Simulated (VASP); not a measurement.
TiH: single point with LDA

TiH:

```
Ti H
1.0
     0.00000    2.07567    2.07567
     2.07567    0.00000    2.07567
     2.07567    2.07567    0.00000
Ti H
1 1
Direct
  0.00000 0.00000 0.00000
  0.50000 0.50000 0.50000
```

```json
{
 "Program": "VASP 6.6.1",
 "Task": "single point",
 "Functional": "LDA",
 "Potentials or basis": "VASP PAW LDA potentials, release 64 (Ti_sv, H)",
 "Cutoff": "520 eV",
 "k mesh": "9 × 9 × 9",
 "Occupations": "gaussian, width 0.1 eV",
 "Spin": "no spin polarisation",
 "Dipole correction": "no",
 "Further INCAR settings": "ALGO = Normal; EDIFF = 1e-06; NBANDS = 14"
}
```

The pressure is -5.3 GPa.

Levels at points of the mesh, in eV from the Fermi level:
```tsv
k point	band 2	band 3	band 4	band 5	band 6	band 7	band 8	band 9	band 10	band 11
(0.00, 0.00, 0.00)	-32.32	-32.32	-32.32	-9.51	0.64	0.64	0.64	2.12	2.12	10.93
```

It took 18 s on 1 thread of AMD EPYC 7571, with other jobs on the host, peak memory 0.1 GiB.
